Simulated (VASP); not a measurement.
# NiO (Fm-3m) in VASP: further runs

The runs below take NiO through single point, with PBE.

Program: VASP 6.6.1. These are calculated values, not measurements. Logs are shortened: lines on timing, memory, paths and dates and some standing lists are left out, and cuts for length are marked.

## 1. The cell of the first run

It takes space group Fm-3m (No. 225, cubic). The conventional cell has a = 3.983 Å, b = 3.983 Å, c = 3.983 Å, α = 90.00°, β = 90.00°, γ = 90.00°. Within 2.6 Å of Ni (site symmetry m-3m) lie 6 O at 1.99 Å. Within 2.6 Å of O (site symmetry m-3m) lie 6 Ni at 1.99 Å.

## 2. Single point, PBE, collinear spin, ferromagnetic start

The input, INCAR:

```
SYSTEM = NiO
ALGO = Normal
EDIFF = 1E-6
ENCUT = 520
GGA = PE
ISIF = 2
ISMEAR = 0
ISPIN = 2
LASPH = .True.
LCHARG = .False.
LMAXMIX = 4
LORBIT = 11
LREAL = .False.
LWAVE = .False.
MAGMOM = 1.36 0.25
NBANDS = 19
NELM = 150
PREC = Accurate
SIGMA = 0.1
```

The input, KPOINTS:

```
k-points
0
Gamma
  18 18 18
  0 0 0
```

The input, POSCAR:

```
NiO
1.0
    0.0000000000      1.9916918748      1.9916918748
    1.9916918748      0.0000000000      1.9916918748
    1.9916918748      1.9916918748      0.0000000000
Ni O
1 1
Direct
    0.0000000000      0.0000000000      0.0000000000
    0.5000000000      0.5000000000      0.5000000000
```

Potentials or basis: VASP PAW PBE potentials, release 64 (Ni, O).

On the command line:

```console
cat potpaw_PBE.64/Ni/POTCAR potpaw_PBE.64/O/POTCAR > POTCAR
mpirun -np 1 vasp_std > vasp.out
```

OUTCAR:

```text
SYSTEM = NiO
   EDIFF = 1E-6
   ENCUT = 520
   GGA = PE
   ISIF = 2
   ISMEAR = 0
   ISPIN = 2
   LASPH = .True.
   LORBIT = 11
   LREAL = .False.
   NELM = 150
   PREC = Accurate

 ion  position               nearest neighbor table
   1  0.000  0.000  0.000-   2 1.99   2 1.99   2 1.99   2 1.99   2 1.99   2 1.99
   2  0.500  0.500  0.500-   1 1.99   1 1.99   1 1.99   1 1.99   1 1.99   1 1.99

  LATTYP: Found a face centered cubic cell.
 ALAT       =     3.9833837496

  Lattice vectors:

 A1 = (   0.0000000000,   1.9916918748,   1.9916918748)
 A2 = (   1.9916918748,   0.0000000000,   1.9916918748)
 A3 = (   1.9916918748,   1.9916918748,   0.0000000000)

Analysis of symmetry for initial positions (statically):
=====================================================================
 Subroutine PRICEL returns:
 Original cell was already a primitive cell.

 Routine SETGRP: Setting up the symmetry group for a
 face centered cubic supercell.

 Subroutine GETGRP returns: Found 48 space group operations
 (whereof 48 operations were pure point group operations)
 out of a pool of 48 trial point group operations.

The static configuration has the point symmetry O_h .

Analysis of symmetry for dynamics (positions and initial velocities):
=====================================================================
 Subroutine PRICEL returns:
 Original cell was already a primitive cell.

 Routine SETGRP: Setting up the symmetry group for a
 face centered cubic supercell.

 Subroutine GETGRP returns: Found 48 space group operations
 (whereof 48 operations were pure point group operations)
 out of a pool of 48 trial point group operations.

The dynamic configuration has the point symmetry O_h .

Analysis of structural, dynamic, and magnetic symmetry:
=====================================================================
 Subroutine PRICEL returns:
 Original cell was already a primitive cell.

 Routine SETGRP: Setting up the symmetry group for a
 face centered cubic supercell.

 Subroutine GETGRP returns: Found 48 space group operations
 (whereof 48 operations were pure point group operations)
 out of a pool of 48 trial point group operations.

The overall configuration has the point symmetry O_h .

 Subroutine INISYM returns: Found 48 space group operations
 (whereof 48 operations are pure point group operations),
 and found     1 'primitive' translations

----------------------------------------------------------------------------------------

                                     Primitive cell

  volume of cell :      15.8014

[... 107 lines left out ...]
     AMIX     =   0.40;   BMIX     =  1.00
     AMIX_MAG =   1.60;   BMIX_MAG =  1.00
  volume/ion in A,a.u.               =       7.90        53.32
  Fermi-wavevector in a.u.,A,eV,Ry     =   1.643928  3.106573 36.769715  2.702498
  Thomas-Fermi vector in A             =   2.733979
   LORBIT       =     11    0 simple, 1 ext, 2 COOP (PROOUT), +10 PAW based schemes
   GGA     = PE    functional components
   LHFCALC =     F    Hartree Fock is set to
   AEXX    =    0.0000 exact exchange contribution
   IVDW    =     0    specifies the selected vdW correction
   LEPSILON=     F    determine dielectric tensor
   LRPA    =     F    only Hartree local field effects (RPA)
 spin polarized calculation
 Gauss-broadening in eV      SIGMA  =   0.10
  energy-cutoff  :      520.00
  volume of cell :       15.80
 maximum number of plane-waves:       444
 NGX is ok and might be reduce to    24
   NGX = 11   NGY = 11   NGZ = 11

 number of electron      16.0000004 magnetization       0.8833203

 Free energy of the ion-electron system (eV)
  ---------------------------------------------------
  ext. energy  EPLUGINS =         0.00000000
  ---------------------------------------------------
  free energy    TOTEN  =       -11.16781895 eV

  energy without entropy =      -11.16027055  energy(sigma->0) =      -11.16404475

 E-fermi :  10.2287     XC(G=0): -13.5387

 val. band max:       10.2279133133   @ k =  -0.4444   0.4444   0.0000
 cond. band min:      10.2291223069   @ k =  -0.4444   0.3333   0.1111
 fundamental gap:      0.0012089935
 Fermi energy:        10.2286658305

 spin component 1

 k-point     1 :       0.0000    0.0000    0.0000
  band No.  band energies     occupation
      1     -11.7823      1.00000
      2       6.3972      1.00000
      3       6.3972      1.00000
      4       6.3972      1.00000
      5       7.4770      1.00000
      6       7.4771      1.00000
[... 517 lines left out ...]
     18      43.3658      0.00000
     19      44.7658      0.00000

 [... further k-points ...]

 spin component 2

 k-point     1 :       0.0000    0.0000    0.0000
  band No.  band energies     occupation
      1     -11.5934      1.00000
      2       6.6195      1.00000
      3       6.6195      1.00000
      4       6.6195      1.00000
      5       7.8983      1.00000
      6       7.8984      1.00000
[... 517 lines left out ...]
     18      43.6507      0.00000
     19      45.0839      0.00000

 [... further k-points ...]
[... 5 lines left out ...]
  --------------------------------------------------------------------------------------
  -------------------------------------------------------------------------------------
  Total        3.8020471      3.8020471      3.8020471     -0.0000000      0.0000000      0.0000000
  in kB      385.5064331    385.5064331    385.5064331     -0.0000000      0.0000000      0.0000000
  external PRESSURE =     385.5064331 kB  Pullay stress =       0.0000000 kB

 VOLUME and BASIS-vectors are now :
 -----------------------------------------------------------------------------
  energy-cutoff  :      520.00
  volume of cell :       15.80
      direct lattice vectors                 reciprocal lattice vectors
     0.000000000  1.991691875  1.991691875    -0.251042848  0.251042848  0.251042848
     1.991691875  0.000000000  1.991691875     0.251042848 -0.251042848  0.251042848
     1.991691875  1.991691875  0.000000000     0.251042848  0.251042848 -0.251042848

 POSITION                                       TOTAL-FORCE (eV/Angst)
 -----------------------------------------------------------------------------------
      0.00000      0.00000      0.00000         0.000000     -0.000000      0.000000
      1.99169      1.99169      1.99169        -0.000000      0.000000      0.000000
 -----------------------------------------------------------------------------------
    total drift:                                0.000000     -0.000000     -0.000000

  FREE ENERGIE OF THE ION-ELECTRON SYSTEM (eV)
  ---------------------------------------------------
  free  energy   TOTEN  =       -11.1678189487 eV

  energy  without entropy=      -11.1602705524  energy(sigma->0) =      -11.16404475

 total charge

# of ion       s       p       d       tot
------------------------------------------
    1        0.382   0.521   8.429   9.332
    2        1.568   3.465   0.000   5.033
--------------------------------------------------
tot          1.950   3.986   8.429  14.365

 magnetization (x)

# of ion       s       p       d       tot
------------------------------------------
    1        0.009   0.011   0.730   0.750
    2        0.021   0.092   0.000   0.112
--------------------------------------------------
tot          0.030   0.103   0.730   0.863
```

Run time: 3.5 min. Hardware: 1 thread of Intel Xeon 8259CL, shared host; peak memory 0.22 GiB.

What came out:

```yaml
Free_energy: -11.1678 eV
Pressure: 38.6 GPa
Net_moment: 0.88 μB per cell
Site_moments: Ni +0.75; O +0.11 μB
Valence_electrons_inside_the_program's_atomic_spheres: Ni 9.33; O 5.03
```

Caveat: a cell with one magnetic atom can't hold antiferromagnetic order, which such compounds often take; semilocal functionals often make such compounds metallic where correlation or magnetic order opens a gap, which also shifts bond lengths. With open d or f shells a metallic result of PBE can be an artefact of self-interaction; +U or a hybrid may open a gap.

## 3. Single point, PBE, collinear spin, ferromagnetic start

This run uses another cell than the first one, of 8.49 Å³/atom, 1.075 times its volume.

The input, INCAR:

```
PREC     = Accurate       # precision mode
ENCUT    = 520            # plane-wave cutoff, eV
EDIFF    = 1E-7           # SCF threshold, eV
ISMEAR   = 0              # smearing method
SIGMA    = 0.1            # smearing width, eV
LREAL    = F              # projectors in reciprocal space
LASPH    = T              # aspherical terms in the spheres
NELM     = 150            # most SCF steps
ALGO     = Normal         # electronic algorithm
ISIF     = 2              # what is computed and relaxed
LWAVE    = F              # write WAVECAR
LCHARG   = F              # write CHGCAR
ISPIN    = 2              # spin polarisation
MAGMOM   = 1.48 0.28      # initial moments
LORBIT   = 11             # projections on sites
LMAXMIX  = 4              # l up to which the mixer works
GGA      = PE             # functional
NBANDS   = 19             # bands
```

The input, KPOINTS:

```
regular mesh
0
Gamma
  18 18 18
```

The input, POSCAR:

```
NiO
1.0
    0.0000000000      2.0401551685      2.0401551685
    2.0401551685      0.0000000000      2.0401551685
    2.0401551685      2.0401551685      0.0000000000
Ni O
1 1
Direct
    0.0000000000      0.0000000000      0.0000000000
    0.5000000000      0.5000000000      0.5000000000
```

Potentials or basis: VASP PAW PBE potentials, release 64 (Ni, O).

On the command line:

```console
cat potpaw_PBE.64/Ni/POTCAR potpaw_PBE.64/O/POTCAR > POTCAR
mpirun -np 1 vasp_std > vasp.out
```

OUTCAR:

```text
PREC = Accurate
   ENCUT = 520
   EDIFF = 1E-7
   ISMEAR = 0
   LREAL = F
   LASPH = T
   NELM = 150
   ISIF = 2
   ISPIN = 2
   LORBIT = 11
   GGA = PE

 ion  position               nearest neighbor table
   1  0.000  0.000  0.000-   2 2.04   2 2.04   2 2.04   2 2.04   2 2.04   2 2.04
   2  0.500  0.500  0.500-   1 2.04   1 2.04   1 2.04   1 2.04   1 2.04   1 2.04

  LATTYP: Found a face centered cubic cell.
 ALAT       =     4.0803103370

  Lattice vectors:

 A1 = (   0.0000000000,   2.0401551685,   2.0401551685)
[... 1271 lines left out ...]
  external PRESSURE =     197.0028390 kB  Pullay stress =       0.0000000 kB

 VOLUME and BASIS-vectors are now :
 -----------------------------------------------------------------------------
  energy-cutoff  :      520.00
  volume of cell :       16.98
      direct lattice vectors                 reciprocal lattice vectors
     0.000000000  2.040155169  2.040155169    -0.245079398  0.245079398  0.245079398
     2.040155169  0.000000000  2.040155169     0.245079398 -0.245079398  0.245079398
     2.040155169  2.040155169  0.000000000     0.245079398  0.245079398 -0.245079398

 POSITION                                       TOTAL-FORCE (eV/Angst)
 -----------------------------------------------------------------------------------
      0.00000      0.00000      0.00000         0.000000      0.000000     -0.000000
      2.04016      2.04016      2.04016        -0.000000     -0.000000      0.000000
 -----------------------------------------------------------------------------------
    total drift:                                0.000000     -0.000000     -0.000000

  FREE ENERGIE OF THE ION-ELECTRON SYSTEM (eV)
  ---------------------------------------------------
  free  energy   TOTEN  =       -11.3835605155 eV

  energy  without entropy=      -11.3768378888  energy(sigma->0) =      -11.38019920

 total charge

# of ion       s       p       d       tot
------------------------------------------
    1        0.355   0.460   8.324   9.138
    2        1.560   3.449   0.000   5.009
--------------------------------------------------
tot          1.914   3.909   8.324  14.147

 magnetization (x)

# of ion       s       p       d       tot
------------------------------------------
    1        0.012   0.016   1.203   1.230
    2        0.028   0.183   0.000   0.212
--------------------------------------------------
tot          0.040   0.199   1.203   1.442
```

OSZICAR:

```text
N       E                     dE             d eps       ncg     rms          rms(c)
DAV:   1     0.844414709025E+02    0.84441E+02   -0.70674E+03 15963   0.107E+03
DAV:   2    -0.851700881530E+01   -0.92958E+02   -0.81153E+02 15361   0.239E+02
DAV:   3    -0.134935557636E+02   -0.49765E+01   -0.47680E+01 17058   0.557E+01
DAV:   4    -0.135374103274E+02   -0.43855E-01   -0.43807E-01 16402   0.505E+00
DAV:   5    -0.135380559696E+02   -0.64564E-03   -0.64558E-03 17003   0.603E-01    0.159E+01
DAV:   6    -0.123147500829E+02    0.12233E+01   -0.97101E+00 19571   0.582E+01    0.168E+01
DAV:   7    -0.114172040424E+02    0.89755E+00   -0.30105E+00 18867   0.428E+01    0.665E+00
DAV:   8    -0.113841089673E+02    0.33095E-01   -0.16446E-01 19689   0.594E+00    0.359E+00
DAV:   9    -0.113828326426E+02    0.12763E-02   -0.14130E-02 19715   0.138E+00    0.728E-01
DAV:  10    -0.113830378994E+02   -0.20526E-03   -0.25314E-03 17529   0.805E-01    0.249E-01
DAV:  11    -0.113834331860E+02   -0.39529E-03   -0.36147E-04 19205   0.415E-01    0.190E-01
DAV:  12    -0.113835424581E+02   -0.10927E-03   -0.50527E-04 18176   0.525E-01    0.433E-02
DAV:  13    -0.113835633243E+02   -0.20866E-04   -0.84475E-05 16461   0.923E-02    0.222E-02
DAV:  14    -0.113835605574E+02    0.27669E-05   -0.54053E-06 19913   0.386E-02    0.787E-03
DAV:  15    -0.113835606983E+02   -0.14093E-06   -0.81141E-07 19009   0.117E-02    0.267E-03
DAV:  16    -0.113835605632E+02    0.13512E-06   -0.11652E-07 12017   0.683E-03    0.163E-03
DAV:  17    -0.113835605155E+02    0.47704E-07   -0.82107E-08  8359   0.708E-03
   1 F= -.11383561E+02 E0= -.11380199E+02  d E =-.672263E-02  mag=     1.4768
```

stdout:

```text
POSCAR found type information on POSCAR NiO
 POSCAR found :  2 types and       2 ions
 scaLAPACK will be used
 LDA part: xc-table for (Slater+PW92), standard interpolation
 POSCAR, INCAR and KPOINTS ok, starting setup
 FFT: planning ... GRIDC
 FFT: planning ... GRID_SOFT
 FFT: planning ... GRID
 WAVECAR not read
 entering main loop
```

Run time: 4.2 min. Hardware: 1 thread of Intel Xeon 8259CL, shared host; peak memory 0.22 GiB.

Results:

```yaml
Free_energy: -11.3836 eV
Pressure: 19.7 GPa
Net_moment: 1.48 μB per cell
Site_moments: Ni +1.23; O +0.21 μB
Valence_electrons_inside_the_program's_atomic_spheres: Ni 9.14; O 5.01
```

Levels at points of the mesh, in eV from the Fermi level:
Spin up:
```csv
k point,band 5,band 6,band 7,band 8,band 9,band 10,band 11,band 12,band 13,band 14
"(0.00, 0.00, 0.00)",-3.09,-3.09,-2.78,-2.78,-2.78,1.86,17.97,19.40,19.40,19.40
"(0.50, 0.00, 0.00)",-1.95,-1.95,-1.40,0.48,0.48,5.65,10.57,14.40,14.40,22.18
"(0.50, 0.50, 0.00)",-3.81,-2.69,-2.00,-1.61,-1.61,6.54,10.93,12.47,17.35,17.35
```
Spin down:
```
           k point  band 5  band 6  band 7  band 8  band 9  band 10
(0.00, 0.00, 0.00)   -2.09   -2.09   -2.09   -0.94   -0.94     2.16
(0.50, 0.00, 0.00)   -1.08   -1.08   -0.67    2.16    2.16     5.80
(0.50, 0.50, 0.00)   -3.21   -0.84   -0.84   -0.46    0.22     6.94
```

Caveat: a cell with one magnetic atom can't hold antiferromagnetic order, which such compounds often take; semilocal functionals often make such compounds metallic where correlation or magnetic order opens a gap, which also shifts bond lengths. With open d or f shells a metallic result of PBE can be an artefact of self-interaction; +U or a hybrid may open a gap.
